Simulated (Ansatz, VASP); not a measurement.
**One calculation of Te2Mo, two programs**

File INCAR:

```
PREC = Accurate
ENCUT = 520
EDIFF = 1E-7
ISMEAR = 0
SIGMA = 0.02
LREAL = F
LASPH = T
NELM = 60
ALGO = Normal
ISIF = 2
LWAVE = F
LCHARG = F
GGA = PE
NBANDS = 35
```

KPOINTS

```
regular mesh
0
Gamma
  12 12 2
```

Contents of POSCAR:

```
Te2Mo
1.0
    3.6989298689      0.0000000000      0.0000000000
   -1.8494649344      3.2033672333      0.0000000000
    0.0000000000      0.0000000000     14.9513869575
Te Mo
4 2
Direct
    0.3333333333      0.6666666667      0.6323675541
    0.6666666667      0.3333333333      0.1323675541
    0.6666666667      0.3333333333      0.3676324459
    0.3333333333      0.6666666667      0.8676324459
    0.3333333333      0.6666666667      0.2500000000
    0.6666666667      0.3333333333      0.7500000000
```

Input for Ansatz:

```yaml
crystal:
  lattice:
    - [3.6989298689, 0.0, 0.0]
    - [-1.8494649344, 3.2033672333, 0.0]
    - [0.0, 0.0, 14.9513869575]
  atoms:
    - { symbol: Te, position: [0.3333333333, 0.6666666667, 0.6323675541] }
    - { symbol: Te, position: [0.6666666667, 0.3333333333, 0.1323675541] }
    - { symbol: Te, position: [0.6666666667, 0.3333333333, 0.3676324459] }
    - { symbol: Te, position: [0.3333333333, 0.6666666667, 0.8676324459] }
    - { symbol: Mo, position: [0.3333333333, 0.6666666667, 0.25] }
    - { symbol: Mo, position: [0.6666666667, 0.3333333333, 0.75] }
basis:
  ecutwfc: 420
kpoints:
  mp_grid: { grid: [12, 12, 2] }
  band_path: { path: [VBM, CBM], npoints: 2 }
hamiltonian:
  xc: pbe
scf:
  occupations: { method: gaussian, width: 0.02 }
output:
  forces: true
  stress: true
  eigenvalues: true
checkpoint:
  read: start.run
  write: ck
  compress: false
  write_wavefunctions: false
  write_every: 100000
```

Alike in both runs: task single point; functional PBE; k mesh 12 × 12 × 2; occupations gaussian, width 0.02 eV; no spin polarisation.

```csv
,VASP,Ansatz
version,VASP 6.6.1,Ansatz 0.2.0
potentials or method,"VASP PAW PBE potentials, release 64 (Te, Mo_sv), cutoff 520 eV","scalar-relativistic, plane waves, PAW"
valence electrons in the cell,52,92
```

VASP gave:

| Property | Result |
| --- | --- |
| gap on the k mesh at the Fermi level (eV) | 0.50 |
| least direct gap on the mesh (eV) | 0.77 |
| pressure (GPa) | -3.1 |
| traceless stress, the component that is largest in VASP (GPa) | 3.14 |
| rms of the force components (eV/Å) | 0.007 |

Question: Which values does Ansatz return?

Answer: gap on the k mesh at the Fermi level (eV): 0.51; least direct gap on the mesh (eV): 0.77; pressure (GPa): -3.1; traceless stress, the component that is largest in VASP (GPa): 3.09; rms of the force components (eV/Å): 0.000.

Atom by atom the forces differ by 0.007 eV/Å (rms over components). VASP's potentials hold 52 valence electrons a cell and Ansatz's 92, so a difference there can come from the potentials and not from the codes.

Spin-orbit coupling is off throughout.
